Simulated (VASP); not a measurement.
Tb2N:

```
Tb N
1.0
    -1.81877    1.81877    4.43114
     1.81877   -1.81877    4.43114
     1.81877    1.81877   -4.43114
Tb N
2 1
Direct
  0.66463 0.66463 0.00000
  0.33537 0.33537 0.00000
  0.00000 0.00000 0.00000
```

The cell was generated, and may not be a known phase.

```yaml
Program: VASP 6.6.1
Task: relaxation of cell and atoms
Functional: PBE
Potentials_or_basis: VASP PAW PBE potentials, release 64 (Tb_3, N), 4f in core
Cutoff: 600 eV
k_mesh: 6 × 6 × 6
Occupations: gaussian, width 0.1 eV
Spin: no spin polarisation
```

At the start: pressure -2.9 GPa; volume 19.54 Å³/atom.

Q: How do energy, volume and symmetry change on relaxing?

A: Over 19 steps the energy falls by 894.1 meV/atom and the volume is 19.26 Å³/atom (-1.5 %); space group I4/mmm (No. 139, to 0.1 Å) before and after.

The path:
```tsv
step	energy change (eV)	largest force (eV/Å)	pressure (GPa)	volume (Å³)
1	0.0000	1.8878	-2.85	58.63
2	-0.3695	1.4737	-0.36	55.72
3	-0.3592	2.8774	14.35	49.98
4	-0.5509	0.6225	2.52	53.63
5	-0.5817	0.2222	5.73	52.25
6	-0.7261	0.4576	7.28	51.99
7	-1.0171	2.7395	13.15	51.04
8	-1.2308	2.4833	12.91	51.45
9	-1.8687	2.1166	11.43	52.51
10	-2.4015	2.3535	10.08	53.96
11	-2.3932	2.3653	10.16	54.04
12	-2.5436	1.6411	6.31	55.31
13	-2.6777	0.1572	-1.02	58.49
14	-2.6779	0.1974	-0.83	58.38
15	-2.6778	0.2322	-0.66	58.30
16	-2.6803	0.1704	-0.43	58.12
17	-2.6823	0.0487	0.02	57.76
18	-2.6823	0.0450	0.08	57.75
19	-2.6824	0.0306	-0.01	57.77
```

Final structure:
```
Tb N
1.0
    -1.56480    1.56480    5.89777
     1.56480   -1.56480    5.89777
     1.56480    1.56480   -5.89777
Tb N
2 1
Direct
  0.61933 0.61933 0.00000
  0.38067 0.38067 0.00000
  0.00000 0.00000 0.00000
```

Caveat: a cell axis changed by over 15 % at a fixed basis, so the end point is rough; the run has no spin polarisation, though such a crystal can be magnetic.
